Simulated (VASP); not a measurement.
Here is a VASP 6.6.1 calculation.

Contents of INCAR:

```
SYSTEM = TePb2
ALGO = Normal
EDIFF = 1E-6
EDIFFG = -0.04
ENCUT = 600
GGA = PE
IBRION = 2
ISIF = 3
ISMEAR = 0
LASPH = .TRUE.
LCHARG = .FALSE.
LREAL = .FALSE.
LWAVE = .FALSE.
NELM = 80
NSW = 90
PREC = Accurate
SIGMA = 0.1
```

File KPOINTS:

```
k-points
0
G
  4 4 4
  0 0 0
```

File POSCAR:

```
TePb2
1.0
    0.0000000000      3.5908039401      3.5908039401
    3.5908039401      0.0000000000      3.5908039401
    3.5908039401      3.5908039401      0.0000000000
Te Pb
1 2
Direct
    0.0000000000      0.0000000000      0.0000000000
    0.2500000000      0.2500000000      0.2500000000
    0.7500000000      0.7500000000      0.7500000000
```

Potentials or basis: VASP PAW PBE potentials, release 64 (Te, Pb_d).

Command:

```sh
$ cat potpaw_PBE.64/Te/POTCAR potpaw_PBE.64/Pb_d/POTCAR > POTCAR
$ mpirun -np 1 vasp_std > vasp.out
```

(1) Predict the relaxed volume.

(2) Estimate the relaxed cell.

(3) Predict the band gap on the k mesh.

(4) Estimate the space group after relaxing (to 0.05 Å).

Answers

(1) 37.75 Å³/atom.

(2) a = 5.431 Å, b = 5.431 Å, c = 5.431 Å, α = 60.00°, β = 60.00°, γ = 60.00°.

(3) zero (band 17 reaches 5.69 eV, above the bottom of band 18 at 4.30 eV).

(4) Fm-3m (No. 225).

Caveat: the k points lie up to 0.35 Å⁻¹ apart in the final cell; the volume moved by over 15 % at a fixed basis, so the end points are rough; spin-orbit coupling is left out, which moves the levels of the heavy elements.
